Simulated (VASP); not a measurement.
# InP (Fm-3m) in VASP: further runs, part 2 of 2

VASP 6.6.1. The steps go on from the part before.

### Step 5. Single point, r2SCAN (22.08 Å³/atom)

This run uses another cell than the first one, of 22.08 Å³/atom.

Input file POSCAR:

```
InP
1.0
    0.0000000000      2.8052702047      2.8052702047
    2.8052702047      0.0000000000      2.8052702047
    2.8052702047      2.8052702047      0.0000000000
In P
1 1
Direct
    0.0000000000      0.0000000000      0.0000000000
    0.5000000000      0.5000000000      0.5000000000
```

Input file INCAR.step1:

```
PREC = Accurate ; ENCUT = 550
ISMEAR = -1 ; SIGMA = 0.05
LREAL = F ; LASPH = T
NELM = 120 ; NBANDS = 16
GGA = PE ; ALGO = Normal
EDIFF = 1E-5 ; LWAVE = T
LCHARG = F ; GGA_COMPAT = F
```

Input file INCAR.step2:

```
PREC = Accurate ; ENCUT = 550
EDIFF = 1E-6 ; ISMEAR = -1
SIGMA = 0.05 ; LREAL = F
LASPH = T ; NELM = 120
ALGO = Normal ; ISIF = 2
LWAVE = F ; LCHARG = T
METAGGA = R2SCAN ; LMIXTAU = T
LELF = T ; LVHAR = T
NBANDS = 16 ; ISTART = 1
GGA_COMPAT = F
```

Input file KPOINTS:

```
regular mesh
0
Gamma
  8 8 8
```

Potentials or basis: VASP PAW PBE potentials, release 64 (In_d, P).

Launch:

```sh
$ cat potpaw_PBE.64/In_d/POTCAR potpaw_PBE.64/P/POTCAR > POTCAR
$ cp INCAR.step1 INCAR
$ mpirun -np 1 vasp_std > vasp.out
$ cp INCAR.step2 INCAR
$ mpirun -np 1 vasp_std > vasp.out
```

OUTCAR:

```text
PREC = Accurate
   ENCUT = 550
   EDIFF = 1E-6
   ISMEAR = -1
   LREAL = F
   LASPH = T
   NELM = 120
   ISIF = 2
   METAGGA = R2SCAN
   ISTART = 1

 ion  position               nearest neighbor table
   1  0.000  0.000  0.000-   2 2.81   2 2.81   2 2.81   2 2.81   2 2.81   2 2.81
   2  0.500  0.500  0.500-   1 2.81   1 2.81   1 2.81   1 2.81   1 2.81   1 2.81

  LATTYP: Found a face centered cubic cell.
 ALAT       =     5.6105404094

  Lattice vectors:

 A1 = (   0.0000000000,   2.8052702047,   2.8052702047)
 A2 = (   2.8052702047,   0.0000000000,   2.8052702047)
 A3 = (   2.8052702047,   2.8052702047,   0.0000000000)

Analysis of symmetry for initial positions (statically):
=====================================================================
 Subroutine PRICEL returns:
 Original cell was already a primitive cell.

 Routine SETGRP: Setting up the symmetry group for a
 face centered cubic supercell.

 Subroutine GETGRP returns: Found 48 space group operations
 (whereof 48 operations were pure point group operations)
 out of a pool of 48 trial point group operations.

The static configuration has the point symmetry O_h .

Analysis of symmetry for dynamics (positions and initial velocities):
=====================================================================
 Subroutine PRICEL returns:
 Original cell was already a primitive cell.

 Routine SETGRP: Setting up the symmetry group for a
 face centered cubic supercell.

 Subroutine GETGRP returns: Found 48 space group operations
 (whereof 48 operations were pure point group operations)
 out of a pool of 48 trial point group operations.

The dynamic configuration has the point symmetry O_h .

 Subroutine INISYM returns: Found 48 space group operations
 (whereof 48 operations are pure point group operations),
 and found     1 'primitive' translations

----------------------------------------------------------------------------------------

                                     Primitive cell

  volume of cell :      44.1524

  direct lattice vectors                    reciprocal lattice vectors
     0.000000000  2.805270205  2.805270205    -0.178235950  0.178235950  0.178235950
     2.805270205  0.000000000  2.805270205     0.178235950 -0.178235950  0.178235950
     2.805270205  2.805270205  0.000000000     0.178235950  0.178235950 -0.178235950

  length of vectors
     3.967251170  3.967251170  3.967251170     0.308713721  0.308713721  0.308713721

  position of ions in fractional coordinates (direct lattice)
     0.000000000  0.000000000  0.000000000
     0.500000000  0.500000000  0.500000000

  ion indices of the primitive-cell ions
   primitive index   ion index
                 1           1
                 2           2

----------------------------------------------------------------------------------------

 KPOINTS: regular mesh

Automatic generation of k-mesh.
 Grid dimensions read from file:
 generate k-points for:    8    8    8

 Generating k-lattice:

  Cartesian coordinates                     Fractional coordinates (reciprocal lattice)
    -0.022279494  0.022279494  0.022279494     0.125000000  0.000000000  0.000000000
     0.022279494 -0.022279494  0.022279494     0.000000000  0.125000000  0.000000000
     0.022279494  0.022279494 -0.022279494     0.000000000  0.000000000  0.125000000

  Length of vectors
     0.038589215  0.038589215  0.038589215

  Shift w.r.t. Gamma in fractional coordinates (k-lattice)
     0.000000000  0.000000000  0.000000000

 Subroutine IBZKPT returns following result:
 ===========================================

 Found     29 irreducible k-points:

 Following reciprocal coordinates:
            Coordinates               Weight
  0.000000  0.000000  0.000000      1.000000
  0.125000  0.000000  0.000000      8.000000
  0.250000  0.000000  0.000000      8.000000
  0.375000  0.000000  0.000000      8.000000
  0.500000  0.000000  0.000000      4.000000
  0.125000  0.125000  0.000000      6.000000
[... 16 lines left out ...]
  0.500000  0.250000  0.125000     48.000000
 -0.375000  0.250000  0.125000     24.000000
 [... further k-points ...]
   k-points           NKPTS =     29   k-points in BZ     NKDIM =     29   number of bands    NBANDS=     16
   number of dos      NEDOS =    301   number of ions     NIONS =      2
   total plane-waves  NPLWV =  27000
   dimension x,y,z NGX =    30 NGY =   30 NGZ =   30
   dimension x,y,z NGXF=    60 NGYF=   60 NGZF=   60
   ions per type =               1   1
   NGX,Y,Z   is equivalent  to a cutoff of  12.57, 12.57, 12.57 a.u.
   NGXF,Y,Z  is equivalent  to a cutoff of  25.14, 25.14, 25.14 a.u.
 SYSTEM =  unknown system
   PREC   = accura    normal or accurate (medium, high low for compatibility)
   ISTART =      1    job   : 0-new  1-cont  2-samecut
   ICHARG =      0    charge: 1-file 2-atom 10-const
   ISPIN  =      1    spin polarized calculation?
   LNONCOLLINEAR =      F non collinear calculations
   LSORBIT =      F    spin-orbit coupling
   LASPH  =      T    aspherical Exc in radial PAW
   ENCUT  =  550.0 eV  40.42 Ry    6.36 a.u.   7.59  7.59  7.59*2*pi/ulx,y,z
   NELM   =    120;   NELMIN=  2; NELMDL=  0     # of ELM steps
   EDIFF  = 0.1E-05   stopping-criterion for ELM
   LREAL  =      F    real-space projection
   EDIFFG = 0.1E-04   stopping-criterion for IOM
   NSW    =      0    number of steps for IOM
   IBRION =     -1    ionic relax: 0-MD 1-quasi-New 2-CG
   NFREE  =      0    steps in history (QN), initial steepest desc. (CG)
   ISIF   =      2    stress and relaxation
   ISYM   =      2    0-nonsym 1-usesym 2-fastsym
   POTIM  = 0.5000    time-step for ionic-motion
   TEBEG  =    0.0;   TEEND  =   0.0 temperature during run
   PSTRESS=    0.0 pullay stress
   NELECT =      18.0000    total number of electrons
   NUPDOWN=      -1.0000    fix difference up-down
   EMIN   =  10.00;   EMAX   =-10.00  energy-range for DOS
   EFERMI =   0.00;   METHOD = LEGACY
   ISMEAR =    -1;   SIGMA  =   0.05  broadening in eV -4-tet -1-fermi 0-gaus
   EFERMI_NEDOS =   21; number of points for ismear=-14 and -15
   IALGO  =     38    algorithm
   IMIX   =      4    mixing-type and parameters
     AMIX     =   0.40;   BMIX     =  1.00
     AMIX_MAG =   1.60;   BMIX_MAG =  1.00
  volume/ion in A,a.u.               =      22.08       148.98
  Fermi-wavevector in a.u.,A,eV,Ry     =   1.213895  2.293928 20.048729  1.473540
  Thomas-Fermi vector in A             =   2.349332
   LORBIT       =      0    0 simple, 1 ext, 2 COOP (PROOUT), +10 PAW based schemes
   METAGGA = R2SCAN    functional components
   LHFCALC =     F    Hartree Fock is set to
   AEXX    =    0.0000 exact exchange contribution
   IVDW    =     0    specifies the selected vdW correction
   LEPSILON=     F    determine dielectric tensor
   LRPA    =     F    only Hartree local field effects (RPA)
 non-spin polarized calculation
  energy-cutoff  :      550.00
  volume of cell :       44.15
 maximum number of plane-waves:      1308
   NGX = 15   NGY = 15   NGZ = 15

 number of electron      18.0000001 magnetization

 Free energy of the ion-electron system (eV)
  ---------------------------------------------------
  ext. energy  EPLUGINS =         0.00000000
  ---------------------------------------------------
  free energy    TOTEN  =       -31.70187664 eV

  energy without entropy =      -31.69348560  energy(sigma->0) =      -31.69768112

 E-fermi :   6.5854     XC(G=0): -10.8118

 val. band max:        6.4884837444   @ k =   0.3750   0.0000   0.0000
 cond. band min:       6.5862751498   @ k =   0.5000   0.0000   0.0000
 fundamental gap:      0.0977914054
 Fermi energy:         6.5854392706

 k-point     1 :       0.0000    0.0000    0.0000
  band No.  band energies     occupation
      1      -8.3297      2.00000
      2      -8.3297      2.00000
      3      -8.2978      2.00000
      4      -8.2978      2.00000
      5      -8.2978      2.00000
      6      -5.7616      2.00000
[... 8 lines left out ...]
     15      15.2677      0.00000
     16      15.2677      0.00000
[... 419 lines left out ...]
 k-point    24 :      -0.3750    0.2500    0.1250
  band No.  band energies     occupation
      1      -8.4628      2.00000
      2      -8.3589      2.00000
      3      -8.2841      2.00000
      4      -8.2553      2.00000
      5      -8.2203      2.00000
      6      -3.2665      2.00000
[... 8 lines left out ...]
     15      17.0218      0.00000
     16      19.7311      0.00000

 [... further k-points ...]

------------------------ aborting loop because EDIFF is reached ----------------------------------------

  FORCE on cell =-STRESS in cart. coord.  units (eV):
  Direction    XX          YY          ZZ          XY          YZ          ZX
  --------------------------------------------------------------------------------------
  -------------------------------------------------------------------------------------
  Total       -1.2908758     -1.2908758     -1.2908758      0.0000000     -0.0000000     -0.0000000
  in kB      -46.8425959    -46.8425959    -46.8425959      0.0000000     -0.0000000     -0.0000000
  external PRESSURE =     -46.8425959 kB  Pullay stress =       0.0000000 kB

 VOLUME and BASIS-vectors are now :
 -----------------------------------------------------------------------------
  energy-cutoff  :      550.00
  volume of cell :       44.15
      direct lattice vectors                 reciprocal lattice vectors
     0.000000000  2.805270205  2.805270205    -0.178235950  0.178235950  0.178235950
     2.805270205  0.000000000  2.805270205     0.178235950 -0.178235950  0.178235950
     2.805270205  2.805270205  0.000000000     0.178235950  0.178235950 -0.178235950

 POSITION                                       TOTAL-FORCE (eV/Angst)
 -----------------------------------------------------------------------------------
      0.00000      0.00000      0.00000         0.000000      0.000000     -0.000000
      2.80527      2.80527      2.80527        -0.000000     -0.000000      0.000000
 -----------------------------------------------------------------------------------
    total drift:                               -0.000000      0.000000      0.000000

  FREE ENERGIE OF THE ION-ELECTRON SYSTEM (eV)
  ---------------------------------------------------
  free  energy   TOTEN  =       -31.7018766393 eV

  energy  without entropy=      -31.6934855967  energy(sigma->0) =      -31.69768112
```

Run time: 2.3 min. Hardware: 1 thread of AMD EPYC 7R43 (Zen 3), shared host; peak memory 0.15 GiB.

Results:

```
Free energy            : -31.7019 eV
Pressure               : -4.7 GPa
Band gap on the k mesh : zero (bands 9 and 10 overlap by 2.58 eV)
```

Caveat: the cell stands under tension; the PAW data sets were made with another functional, which shifts forces and pressure a little; spin-orbit coupling is left out, which moves the levels of the heavy elements.

### Step 6. Single point, HSE06

This run uses another cell than the first one, of 22.50 Å³/atom.

Input file POSCAR:

```
InP
1.0
    0.0000000000      2.8231386496      2.8231386496
    2.8231386496      0.0000000000      2.8231386496
    2.8231386496      2.8231386496      0.0000000000
In P
1 1
Direct
    0.0000000000      0.0000000000      0.0000000000
    0.5000000000      0.5000000000      0.5000000000
```

Input file INCAR.step1:

```
  PREC = Accurate
  ENCUT = 520
  EDIFF = 1E-5
  ISMEAR = -1
  SIGMA = 0.05
  LREAL = F
  LASPH = T
  NELM = 80
  ALGO = Normal
  ISIF = 2
  LWAVE = T
  LCHARG = F
  GGA = PE
  NBANDS = 16
```

Input file INCAR.step2:

```
  PREC = Accurate
  ENCUT = 520
  EDIFF = 1E-7
  ISMEAR = -1
  SIGMA = 0.05
  LREAL = F
  LASPH = T
  NELM = 80
  ALGO = Normal
  ISIF = 2
  LWAVE = F
  LCHARG = F
  GGA = PE
  LHFCALC = T
  HFSCREEN = 0.2079
  PRECFOCK = Normal
  ISTART = 1
  NBANDS = 16
```

Input file KPOINTS:

```
Automatic mesh
0
Gamma
  6 6 6
```

Potentials or basis: VASP PAW PBE potentials, release 64 (In_d, P).

Launch:

```sh
$ cat potpaw_PBE.64/In_d/POTCAR potpaw_PBE.64/P/POTCAR > POTCAR
$ cp INCAR.step1 INCAR
$ mpirun -np 1 vasp_std > vasp.out
$ cp INCAR.step2 INCAR
$ mpirun -np 1 vasp_std > vasp.out
```

OUTCAR:

```text
PREC = Accurate
   ENCUT = 520
   EDIFF = 1E-7
   ISMEAR = -1
   LREAL = F
   LASPH = T
   NELM = 80
   ISIF = 2
   GGA = PE
   LHFCALC = T
   HFSCREEN = 0.2079
   PRECFOCK = Normal
   ISTART = 1

 ion  position               nearest neighbor table
   1  0.000  0.000  0.000-   2 2.82   2 2.82   2 2.82   2 2.82   2 2.82   2 2.82
   2  0.500  0.500  0.500-   1 2.82   1 2.82   1 2.82   1 2.82   1 2.82   1 2.82

  LATTYP: Found a face centered cubic cell.
 ALAT       =     5.6462772992

  Lattice vectors:

 A1 = (   0.0000000000,   2.8231386496,   2.8231386496)
 A2 = (   2.8231386496,   0.0000000000,   2.8231386496)
 A3 = (   2.8231386496,   2.8231386496,   0.0000000000)

Analysis of symmetry for initial positions (statically):
=====================================================================
 Subroutine PRICEL returns:
 Original cell was already a primitive cell.

 Routine SETGRP: Setting up the symmetry group for a
 face centered cubic supercell.

 Subroutine GETGRP returns: Found 48 space group operations
 (whereof 48 operations were pure point group operations)
 out of a pool of 48 trial point group operations.

The static configuration has the point symmetry O_h .

Analysis of symmetry for dynamics (positions and initial velocities):
=====================================================================
 Subroutine PRICEL returns:
 Original cell was already a primitive cell.

 Routine SETGRP: Setting up the symmetry group for a
 face centered cubic supercell.

 Subroutine GETGRP returns: Found 48 space group operations
 (whereof 48 operations were pure point group operations)
[... 112 lines left out ...]
     AMIX     =   0.40;   BMIX     =  1.00
     AMIX_MAG =   1.60;   BMIX_MAG =  1.00
  volume/ion in A,a.u.               =      22.50       151.84
  Fermi-wavevector in a.u.,A,eV,Ry     =   1.206211  2.279409 19.795744  1.454946
  Thomas-Fermi vector in A             =   2.341885
   LORBIT       =      0    0 simple, 1 ext, 2 COOP (PROOUT), +10 PAW based schemes
   GGA     = PE    functional components
   LHFCALC =     T    Hartree Fock is set to
   PRECFOCK=normal    Normal, Fast or Accurate (Low or Medium for compatibility)
   ENCUT4O =  -1.0   cutoff for four orbital integrals eV
   NKREDX  =     1    reduce k-point grid by
   NKREDY  =     1    reduce k-point grid by
   NKREDZ  =     1    reduce k-point grid by
   AEXX    =    0.2500 exact exchange contribution
   HFSCREEN=    0.2079 screening length (either q_TF or 0.3 A-1)
   HFSCREENC=   0.2079 screening length for correlation (either q_TF or 0.3 A-1)
   ENCUTFOCK=  -1.0 apply spherical cutoff to Coloumb kernel
   IVDW    =     0    specifies the selected vdW correction
   LEPSILON=     F    determine dielectric tensor
   LRPA    =     F    only Hartree local field effects (RPA)
 non-spin polarized calculation
  energy-cutoff  :      520.00
  volume of cell :       45.00
 maximum number of plane-waves:      1243
 NGX is ok and might be reduce to    30
  NGX = 24; NGY = 24; NGZ = 24

 number of electron      17.9999993 magnetization

 Free energy of the ion-electron system (eV)
  ---------------------------------------------------
  ext. energy  EPLUGINS =         0.00000000
  ---------------------------------------------------
  free energy    TOTEN  =        -9.26496808 eV

  energy without entropy =       -9.25108190  energy(sigma->0) =       -9.25802499

 E-fermi :   6.0423     XC(G=0):  -8.4089

 val. band max:        6.0246739276   @ k =   0.3333   0.0000   0.0000
 cond. band min:       6.1786447219   @ k =   0.5000   0.0000   0.0000
 fundamental gap:      0.1539707943
 Fermi energy:         6.0423289405

 k-point     1 :       0.0000    0.0000    0.0000
  band No.  band energies     occupation
      1      -9.9276      2.00000
      2      -9.9276      2.00000
      3      -9.9037      2.00000
      4      -9.9037      2.00000
      5      -9.9037      2.00000
      6      -6.9403      2.00000
[... 281 lines left out ...]
      3      -9.9156      2.00000
      4      -9.8487      2.00000
      5      -9.8126      2.00000
      6      -3.8187      2.00000
[... 8 lines left out ...]
     15      19.0262      0.00000
     16      20.4649      0.00000

------------------------ aborting loop because EDIFF is reached ----------------------------------------

  FORCE on cell =-STRESS in cart. coord.  units (eV):
  Direction    XX          YY          ZZ          XY          YZ          ZX
  --------------------------------------------------------------------------------------
  -------------------------------------------------------------------------------------
  Total       -1.6658176     -1.6658176     -1.6658176     -0.0000000      0.0000000     -0.0000000
  in kB      -59.3077433    -59.3077433    -59.3077433     -0.0000000      0.0000000     -0.0000000
  external PRESSURE =     -59.3077433 kB  Pullay stress =       0.0000000 kB

 VOLUME and BASIS-vectors are now :
 -----------------------------------------------------------------------------
  energy-cutoff  :      520.00
  volume of cell :       45.00
      direct lattice vectors                 reciprocal lattice vectors
     0.000000000  2.823138650  2.823138650    -0.177107844  0.177107844  0.177107844
     2.823138650  0.000000000  2.823138650     0.177107844 -0.177107844  0.177107844
     2.823138650  2.823138650  0.000000000     0.177107844  0.177107844 -0.177107844

 POSITION                                       TOTAL-FORCE (eV/Angst)
 -----------------------------------------------------------------------------------
      0.00000      0.00000      0.00000         0.000000     -0.000000     -0.000000
      2.82314      2.82314      2.82314        -0.000000      0.000000      0.000000
 -----------------------------------------------------------------------------------
    total drift:                               -0.000001     -0.000001     -0.000001

  FREE ENERGIE OF THE ION-ELECTRON SYSTEM (eV)
  ---------------------------------------------------
  free  energy   TOTEN  =        -9.2649680797 eV

  energy  without entropy=       -9.2510819039  energy(sigma->0) =       -9.25802499
```

OUTCAR.step1:

```text
PREC = Accurate
   ENCUT = 520
   EDIFF = 1E-5
   ISMEAR = -1
   LREAL = F
[... 515 lines left out ...]
      0.00000      0.00000      0.00000        -0.000000      0.000000      0.000000
      2.82314      2.82314      2.82314         0.000000     -0.000000     -0.000000
 -----------------------------------------------------------------------------------
    total drift:                               -0.000000      0.000000      0.000000

  FREE ENERGIE OF THE ION-ELECTRON SYSTEM (eV)
  ---------------------------------------------------
  free  energy   TOTEN  =        -7.9068603956 eV

  energy  without entropy=       -7.8931048376  energy(sigma->0) =       -7.89998262
```

Run time: 58 min. Hardware: 1 thread of Intel Xeon Platinum 8259CL at 2.50GHz (Skylake/Cascade Lake), shared host; peak memory 0.29 GiB.

What came out:

| Property | Result |
| --- | --- |
| Free energy | -9.2650 eV |
| Pressure | -5.9 GPa |
| Band gap on the k mesh | zero (bands 9 and 10 overlap by 2.74 eV) |

Levels at points of the mesh, in eV from the Fermi level:
| k point | band 7 | band 8 | band 9 | band 10 | band 11 | band 12 |
| --- | --- | --- | --- | --- | --- | --- |
| (0.00, 0.00, 0.00) | -0.27 | -0.27 | -0.27 | 0.60 | 7.83 | 7.83 |
| (0.50, 0.00, 0.00) | -7.02 | 0.14 | 0.14 | 3.01 | 4.04 | 4.04 |
| (0.50, 0.50, 0.00) | -5.15 | -2.44 | -2.42 | -2.42 | 4.48 | 10.57 |

Caveat: the cell stands under tension; the PAW data sets were made with another functional, which shifts forces and pressure a little; spin-orbit coupling is left out, which moves the levels of the heavy elements.

### Step 7. Summary

```csv
level,potentials or basis,cell,k mesh,cutoff (eV),grid for exact exchange (PRECFOCK),share of exact exchange,screening parameter,gap on the mesh (eV),pressure (GPa)
LDA,"VASP PAW LDA potentials, release 64 (In_d, P)","a = 3.916 Å, angles 60.0°, 2 atoms",8 × 8 × 8,500,-,-,-,none,-5.1
r2SCAN,"VASP PAW PBE potentials, release 64 (In_d, P)","a = 3.916 Å, angles 60.0°, 2 atoms",8 × 8 × 8,550,-,-,-,none,-2.0
r2SCAN,"VASP PAW PBE potentials, release 64 (In_d, P)","a = 3.942 Å, angles 60.0°, 2 atoms",8 × 8 × 8,550,-,-,-,none,-3.4
r2SCAN,"VASP PAW PBE potentials, release 64 (In_d, P)","a = 3.967 Å, angles 60.0°, 2 atoms",8 × 8 × 8,550,-,-,-,none,-4.7
HSE06,"VASP PAW PBE potentials, release 64 (In_d, P)","a = 3.993 Å, angles 60.0°, 2 atoms",6 × 6 × 6,520,Normal,0.25,0.2079 1/Å,none,-5.9
```

Alike in all rows: task single point; no spin polarisation; smearing fermi-dirac 0.05 eV.

Caveats: spin-orbit coupling is left out, which moves the levels of the heavy elements; the cell stands under tension (at least some runs); the PAW data sets were made with another functional, which shifts forces and pressure a little (at least some runs).

Absolute energies hang on the potentials; compare differences alone.
